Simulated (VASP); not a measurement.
Input of a VASP 6.6.1 run:

File INCAR:

```
PREC = Accurate ; ENCUT = 600
EDIFF = 1E-6 ; ISMEAR = -1
SIGMA = 0.05 ; LREAL = F
LASPH = T ; NELM = 150
ALGO = Normal ; ISIF = 3
LWAVE = F ; LCHARG = F
ISPIN = 2 ; MAGMOM = 2 2
LORBIT = 11 ; LMAXMIX = 4
GGA = PS ; IBRION = 2
NSW = 60 ; EDIFFG = -0.01
PSTRESS = 20.0
```

The input KPOINTS:

```
Automatic mesh
0
Gamma
  12 12 7
```

Contents of POSCAR:

```
Co
1.0
    2.4873648738      0.0000000000      0.0000000000
   -1.2436824369      2.1541211692      0.0000000000
    0.0000000000      0.0000000000      4.0632895034
Co
2
Direct
    0.3333333333      0.6666666667      0.7401390000
    0.6666666667      0.3333333333      0.2598610000
```

Potentials or basis: VASP PAW PBE potentials, release 64 (Co).

Run with:

```console
$ cat potpaw_PBE.64/Co/POTCAR > POTCAR
$ mpirun -np 1 vasp_std > vasp.out
```

Task: What does it give for the space group after relaxing (to 0.1 Å)?

Result: P6_3/mmc (No. 194).

Task: Predict the relaxed volume.

Result: 10.23 Å³/atom.

Task: Predict the relaxed cell.

Result: a = 2.447 Å, b = 2.447 Å, c = 3.947 Å, α = 90.00°, β = 90.00°, γ = 120.00°.

Final structure:
```yaml
crystal:
  lattice:
    - [2.44670, 0.00000, 0.00000]
    - [-1.22335, 2.11891, 0.00000]
    - [0.00000, 0.00000, 3.94740]
  atoms:
    - { symbol: Co, position: [0.33333, 0.66667, 0.74996] }
    - { symbol: Co, position: [0.66667, 0.33333, 0.25004] }
```

Caveat: the cell is relaxed towards a set pressure, so the run minimises the enthalpy, not the energy; the PAW data sets were made with another functional, which shifts forces and pressure a little.
